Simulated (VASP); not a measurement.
# TaN in VASP: single point with PBE+D3(BJ)

Aim: the single point of TaN with PBE+D3(BJ).

Everything below comes from runs of VASP 6.6.1. Logs are shortened: lines on timing, memory, paths and dates and some standing lists are left out, and cuts for length are marked.

### 1 The cell of the first run

The cell holds a slab with vacuum, 16 atoms: a = 5.823 Å, b = 5.215 Å, c = 21.516 Å, α = 90.00°, β = 90.00°, γ = 90.00°.

### 2 Single point, PBE+D3(BJ)

File INCAR:

```
SYSTEM = TaN
ALGO = Normal
DIPOL = 0.5 0.5 0.503
EDIFF = 1E-6
ENCUT = 520
GGA = PE
IDIPOL = 3
ISIF = 2
ISMEAR = 0
IVDW = 12
LASPH = .TRUE.
LCHARG = .FALSE.
LDIPOL = .TRUE.
LREAL = Auto
LWAVE = .FALSE.
NBANDS = 78
NELM = 60
PREC = Accurate
SIGMA = 0.1
```

File KPOINTS:

```
k-points
0
G
  5 6 1
  0 0 0
```

File POSCAR:

```
TaN
1.0
    5.8233577988      0.0000000000      0.0000000000
    0.0000000000      5.2151409708      0.0000000000
    0.0000000000      0.0000000000     21.5164445650
Ta N
8 8
Direct
    0.0000000000      0.5000000000      0.3950466804
    0.5000000000      0.5000000000      0.3950466804
    0.2500000000      0.0000000000      0.4650155601
    0.7500000000      0.0000000000      0.4650155601
    0.2500000000      0.5000000000      0.5567748049
    0.7500000000      0.5000000000      0.5567748049
    0.0000000000      0.0000000000      0.5838232116
    0.5000000000      0.0000000000      0.5838232116
    0.0000000000      0.0000000000      0.3950466804
    0.5000000000      0.0000000000      0.3950466804
    0.0000000000      0.2527834332      0.5040928473
    0.5000000000      0.2527834332      0.5040928473
    0.0000000000      0.7472165668      0.5040928473
    0.5000000000      0.7472165668      0.5040928473
    0.0000000000      0.5000000000      0.6171202547
    0.5000000000      0.5000000000      0.6171202547
```

Potentials or basis: VASP PAW PBE potentials, release 64 (Ta_pv, N).

Launch:

```sh
$ cat potpaw_PBE.64/Ta_pv/POTCAR potpaw_PBE.64/N/POTCAR > POTCAR
$ mpirun -np 1 vasp_std > vasp.out
```

OUTCAR:

```text
SYSTEM = TaN
   EDIFF = 1E-6
   ENCUT = 520
   GGA = PE
   ISIF = 2
   ISMEAR = 0
   IVDW = 12
   LASPH = .TRUE.
   LREAL = Auto
   NELM = 60
   PREC = Accurate
 IVDW          = 12

 ion  position               nearest neighbor table
   1  0.000  0.500  0.395-   9 2.61   9 2.61  13 2.68  11 2.68   2 2.91   2 2.91   3 3.34   4 3.34
                             4 3.34   3 3.34
   2  0.500  0.500  0.395-  10 2.61  10 2.61  14 2.68  12 2.68   1 2.91   1 2.91   3 3.34   4 3.34
                             4 3.34   3 3.34
   3  0.250  0.000  0.465-   9 2.09  10 2.09  11 2.14  12 2.14  13 2.14  14 2.14   4 2.91   4 2.91
                             8 2.94   7 2.94   5 3.27   5 3.27   1 3.34   2 3.34   1 3.34   2 3.34
   4  0.750  0.000  0.465-   9 2.09  10 2.09  11 2.14  12 2.14  13 2.14  14 2.14   3 2.91   3 2.91
                             8 2.94   7 2.94   6 3.27   6 3.27   1 3.34   2 3.34   1 3.34   2 3.34
   5  0.250  0.500  0.557-  15 1.95  16 1.95  13 2.25  14 2.25  11 2.25  12 2.25   6 2.91   6 2.91
                             8 3.04   7 3.04   8 3.04   7 3.04   3 3.27   3 3.27
   6  0.750  0.500  0.557-  15 1.95  16 1.95  13 2.25  14 2.25  11 2.25  12 2.25   5 2.91   5 2.91
                             8 3.04   7 3.04   8 3.04   7 3.04   4 3.27   4 3.27
   7  0.000  0.000  0.584-  11 2.16  13 2.16   8 2.91   8 2.91   3 2.94   4 2.94   5 3.04   5 3.04
                             6 3.04   6 3.04
   8  0.500  0.000  0.584-  12 2.16  14 2.16   7 2.91   7 2.91   3 2.94   4 2.94   5 3.04   5 3.04
                             6 3.04   6 3.04
   9  0.000  0.000  0.395-   3 2.09   4 2.09   1 2.61   1 2.61
  10  0.500  0.000  0.395-   3 2.09   4 2.09   2 2.61   2 2.61
  11  0.000  0.253  0.504-   3 2.14   4 2.14   7 2.16   6 2.25   5 2.25   1 2.68
  12  0.500  0.253  0.504-   3 2.14   4 2.14   8 2.16   6 2.25   5 2.25   2 2.68
  13  0.000  0.747  0.504-   3 2.14   4 2.14   7 2.16   6 2.25   5 2.25   1 2.68
  14  0.500  0.747  0.504-   3 2.14   4 2.14   8 2.16   6 2.25   5 2.25   2 2.68
  15  0.000  0.500  0.617-   5 1.95   6 1.95
  16  0.500  0.500  0.617-   5 1.95   6 1.95

  LATTYP: Found a simple orthorhombic cell.
 ALAT       =     5.2151409708
 B/A-ratio  =     1.1166251941
 C/A-ratio  =     4.1257647081

  Lattice vectors:

 A1 = (   0.0000000000,  -5.2151409708,   0.0000000000)
 A2 = (   5.8233577988,   0.0000000000,   0.0000000000)
 A3 = (   0.0000000000,   0.0000000000,  21.5164445650)

Analysis of symmetry for initial positions (statically):
=====================================================================
 Subroutine PRICEL returns following result:

  LATTYP: Found a simple orthorhombic cell.
 ALAT       =     2.9116788994
 B/A-ratio  =     1.7911112973
 C/A-ratio  =     7.3897037786

  Lattice vectors:

 A1 = (   2.9116788994,   0.0000000000,   0.0000000000)
 A2 = (   0.0000000000,   5.2151409708,   0.0000000000)
 A3 = (   0.0000000000,   0.0000000000,  21.5164445650)

   2 primitive cells build up your supercell.
[... 154 lines left out ...]
  volume/ion in A,a.u.               =      40.84       275.60
  Fermi-wavevector in a.u.,A,eV,Ry     =   0.950769  1.796692 12.299134  0.903961
  Thomas-Fermi vector in A             =   2.079176
   LORBIT       =      0    0 simple, 1 ext, 2 COOP (PROOUT), +10 PAW based schemes
   GGA     = PE    functional components
   LHFCALC =     F    Hartree Fock is set to
   AEXX    =    0.0000 exact exchange contribution
   IVDW    =    12    specifies the selected vdW correction
   LEPSILON=     F    determine dielectric tensor
   LRPA    =     F    only Hartree local field effects (RPA)
 non-spin polarized calculation
 Gauss-broadening in eV      SIGMA  =   0.10
  energy-cutoff  :      520.00
  volume of cell :      653.45
 maximum number of plane-waves:     17632
 NGX is ok and might be reduce to    48
   NGX = 21   NGY = 19   NGZ = 81

 dipolmoment           0.000000      0.000000      0.002071 electrons x Angstroem

 number of electron     128.0000004 magnetization

 dipolmoment           0.000000      0.000000     -0.011261 electrons x Angstroem

 Free energy of the ion-electron system (eV)
  ---------------------------------------------------
  ext. energy  EPLUGINS =         0.00000000
  ---------------------------------------------------
  free energy    TOTEN  =      -160.31301963 eV

  energy without entropy =     -160.25751319  energy(sigma->0) =     -160.28526641

 E-fermi :  -1.2661     XC(G=0):  -4.5775

 val. band max:       -1.2668133869   @ k =   0.4000   0.3333   0.0000
 cond. band min:      -1.2612826967   @ k =   0.4000   0.0000   0.0000
 fundamental gap:      0.0055306901
 Fermi energy:        -1.2660882729

 k-point     1 :       0.0000    0.0000    0.0000
  band No.  band energies     occupation
      1     -37.1935      2.00000
      2     -37.1389      2.00000
      3     -37.0336      2.00000
      4     -36.9616      2.00000
      5     -36.9519      2.00000
      6     -36.8489      2.00000
[... 937 lines left out ...]
     75       1.0514      0.00000
     76       1.4782      0.00000
 [bands above 76 left out]

------------------------ aborting loop because EDIFF is reached ----------------------------------------

 vacuum level on the upper side and lower side of the slab       (xc-potential included)        -0.143        -0.087

 Edisp (eV)   -4.32037

 E8    (eV) :    -2.0741

  FORCE on cell =-STRESS in cart. coord.  units (eV):
  Direction    XX          YY          ZZ          XY          YZ          ZX
  --------------------------------------------------------------------------------------
  -------------------------------------------------------------------------------------
  Total       1.70689   -29.24203    -8.15800     0.00000     0.00000     0.00000
  in kB       4.18510   -71.69816   -20.00249     0.00000     0.00000     0.00000
  external pressure =      -29.17 kB  Pullay stress =        0.00 kB

 VOLUME and BASIS-vectors are now :
 -----------------------------------------------------------------------------
  energy-cutoff  :      520.00
  volume of cell :      653.45
      direct lattice vectors                 reciprocal lattice vectors
     5.823357799  0.000000000  0.000000000     0.171722232  0.000000000  0.000000000
     0.000000000  5.215140971  0.000000000     0.000000000  0.191749371  0.000000000
     0.000000000  0.000000000 21.516444565     0.000000000  0.000000000  0.046476080

 POSITION                                       TOTAL-FORCE (eV/Angst)
 -----------------------------------------------------------------------------------
      0.00000      2.60757      8.50000         0.000000      0.000000      2.304642
      2.91168      2.60757      8.50000         0.000000      0.000000      2.304642
      1.45584      0.00000     10.00548         0.000000      0.000000     -2.935179
      4.36752      0.00000     10.00548         0.000000      0.000000     -2.935179
      1.45584      2.60757     11.97981         0.000000      0.000000     -0.063796
      4.36752      2.60757     11.97981         0.000000      0.000000     -0.063796
[... 8 lines left out ...]
      0.00000      2.60757     13.27823         0.000000      0.000000      0.121032
      2.91168      2.60757     13.27823        -0.000000      0.000000      0.121032
 -----------------------------------------------------------------------------------
    total drift:                                0.000000      0.000000      0.001927

  FREE ENERGIE OF THE ION-ELECTRON SYSTEM (eV)
  ---------------------------------------------------
  free  energy   TOTEN  =      -164.6333875811 eV

  energy  without entropy=     -164.5778811353  energy(sigma->0) =     -164.60563436

 vacuum level on the upper side and lower side of the slab         3.315         3.369
```

stdout:

```text
POSCAR found type information on POSCAR TaN
 POSCAR found :  2 types and      16 ions
 scaLAPACK will be used
 LDA part: xc-table for (Slater+PW92), standard interpolation
 POSCAR, INCAR and KPOINTS ok, starting setup
 FFT: planning ... GRIDC
 FFT: planning ... GRID_SOFT
 FFT: planning ... GRID
 WAVECAR not read
 entering main loop
```

It took 32 min on 1 thread of Intel Xeon 6975P-C, shared host; peak memory 0.84 GiB.

What came out:

```yaml
Free_energy: -164.6334 eV
Largest_force: 2.935 eV/Å
Band_gap_on_the_k_mesh: zero (band 64 reaches -1.15 eV, above the bottom of band 65 at -1.43 eV)
Dispersion_energy_per_atom: -0.270 eV
```

Forces on the atoms (eV/Å):
```
Ta   0.000  0.000  2.305
Ta   0.000  0.000  2.305
Ta   0.000  0.000 -2.935
Ta   0.000  0.000 -2.935
Ta   0.000  0.000 -0.064
Ta   0.000  0.000 -0.064
Ta   0.000  0.000  0.020
Ta   0.000  0.000  0.020
N    0.000  0.000  0.554
N    0.000  0.000  0.554
N    0.000  0.028  0.000
N    0.000  0.028  0.000
N    0.000 -0.028  0.000
N    0.000 -0.028  0.000
N    0.000  0.000  0.121
N    0.000  0.000  0.121
```

Levels at points of the mesh, in eV from the Fermi level:
```csv
k point,band 62,band 63,band 64,band 65,band 66,band 67
"(0.00, 0.00, 0.00)",-0.93,-0.69,-0.15,0.07,0.15,0.51
"(0.00, 0.50, 0.00)",-0.32,-0.13,0.05,0.55,0.57,0.82
```

Caveat: spin-orbit coupling is left out, which moves the levels of the heavy elements.
